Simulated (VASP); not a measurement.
Here is a VASP 6.6.1 calculation.

The input POSCAR:

```
AlN
1.0
    3.1066172077      0.0000000000      0.0000000000
   -1.5533086039      2.6904094217      0.0000000000
    0.0000000000      0.0000000000      4.9785390056
Al N
2 2
Direct
    0.3333333333      0.6666666667      0.0001106279
    0.6666666667      0.3333333333      0.5001106279
    0.3333333333      0.6666666667      0.3816893721
    0.6666666667      0.3333333333      0.8816893721
```

The input INCAR.step1:

```
ALGO = Normal
EDIFF = 1E-4
ENCUT = 520
GGA = PE
ISMEAR = 0
LASPH = True
LCHARG = False
LREAL = False
LWAVE = True
NBANDS = 16
NELM = 80
PREC = Accurate
SIGMA = 0.01
```

Contents of INCAR.step2:

```
ALGO = Normal
EDIFF = 1E-6
ENCUT = 520
ISIF = 2
ISMEAR = 0
ISTART = 1
LASPH = True
LCHARG = False
LMIXTAU = True
LREAL = False
LWAVE = False
METAGGA = R2SCAN
NBANDS = 16
NELM = 80
PREC = Accurate
SIGMA = 0.01
```

KPOINTS

```
k-points
0
Gamma
  10 10 6
```

Potentials or basis: VASP PAW PBE potentials, release 64 (Al, N).

Launch:

```sh
$ cat potpaw_PBE.64/Al/POTCAR potpaw_PBE.64/N/POTCAR > POTCAR
$ cp INCAR.step1 INCAR
$ mpirun -np 1 vasp_std > vasp.out
$ cp INCAR.step2 INCAR
$ mpirun -np 1 vasp_std > vasp.out
```

Predict the pressure.

-0.4 GPa.

Estimate the band gap on the k mesh.

4.92 eV, direct.

What does it give for the largest force?

0.003 eV/Å.

Forces on the atoms (eV/Å):
```
Al   0.000  0.000 -0.003
Al   0.000  0.000 -0.003
N    0.000  0.000  0.003
N    0.000  0.000  0.003
```

Caveat: the PAW data sets were made with another functional, which shifts forces and pressure a little. r2SCAN opens gaps a little over a GGA but as a rule still falls short of measured ones.
